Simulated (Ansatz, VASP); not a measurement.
# Two plane-wave programs on CoO

File INCAR:

```
PREC     = Accurate       # precision mode
ENCUT    = 520            # plane-wave cutoff, eV
EDIFF    = 1E-6           # SCF threshold, eV
ISMEAR   = -1             # smearing method
SIGMA    = 0.05           # smearing width, eV
LREAL    = F              # projectors in reciprocal space
LASPH    = T              # aspherical terms in the spheres
NELM     = 150            # most SCF steps
ALGO     = Normal         # electronic algorithm
ISIF     = 2              # what is computed and relaxed
LWAVE    = F              # write WAVECAR
LCHARG   = T              # write CHGCAR
ISPIN    = 2              # spin polarisation
MAGMOM   = 2 0            # initial moments
LORBIT   = 11             # projections on sites
LMAXMIX  = 4              # l up to which the mixer works
GGA      = PE             # functional
LELF     = T              # ELF
LVHAR    = T            
NBANDS   = 18             # bands
```

File KPOINTS:

```
Automatic mesh
0
Gamma
  12 12 12
```

File POSCAR:

```
CoO
1.0
   -1.4978793267      1.4978793267      2.0931073140
    1.4978793267     -1.4978793267      2.0931073140
    1.4978793267      1.4978793267     -2.0931073140
Co O
1 1
Direct
    0.0000000000      0.0000000000      0.0000000000
    0.5000000000      0.5000000000      0.0000000000
```

The input input.yaml:

```yaml
crystal:
  lattice:
    - [-1.4978793267, 1.4978793267, 2.093107314]
    - [1.4978793267, -1.4978793267, 2.093107314]
    - [1.4978793267, 1.4978793267, -2.093107314]
  atoms:
    - { symbol: Co, position: [0.0, 0.0, 0.0], spin: 2.0 }
    - { symbol: O, position: [0.5, 0.5, 0.0] }
hamiltonian:
  xc: pbe
  pseudopotentials: { kind: paw }
magnetization:
  spin_polarized: true
kpoints:
  mp_grid: { grid: [12, 12, 12] }
scf:
  occupations: { method: fermi_dirac, width: 0.05 }
output:
  forces: true
  stress: true
  eigenvalues: true
```

Alike in both runs: task single point; functional PBE; k mesh 12 × 12 × 12; occupations fermi-dirac, width 0.05 eV; collinear spin.

```csv
,VASP,Ansatz
version,VASP 6.6.1,Ansatz 0.2.0
potentials or method,"VASP PAW PBE potentials, release 64 (Co, O)",Ansatz PAW
plane-wave cutoff (eV),520,420
valence electrons in the cell,15,23
```

|  | VASP | Ansatz | Ansatz less VASP |
| --- | --- | --- | --- |
| gap on the k mesh at the Fermi level (eV) | none | none | - |
| pressure (GPa) | 2.6 | 3.5 | +0.87 |
| traceless stress, the component that is largest in VASP (GPa) | 0.20 | 0.19 | -0.012 |
| net moment per atom (μB) | 1.41 | 1.43 | +0.023 |
| size of the moment on the site where the two differ most (μB) | 2.50 | 2.43 | -0.061 |

Site moments also hang on the region over which each program counts them. A gap of «none» marks a metal or a gap that the smearing closes. VASP's potentials hold 15 valence electrons a cell and Ansatz's 23, so a difference there can come from the potentials and not from the codes.
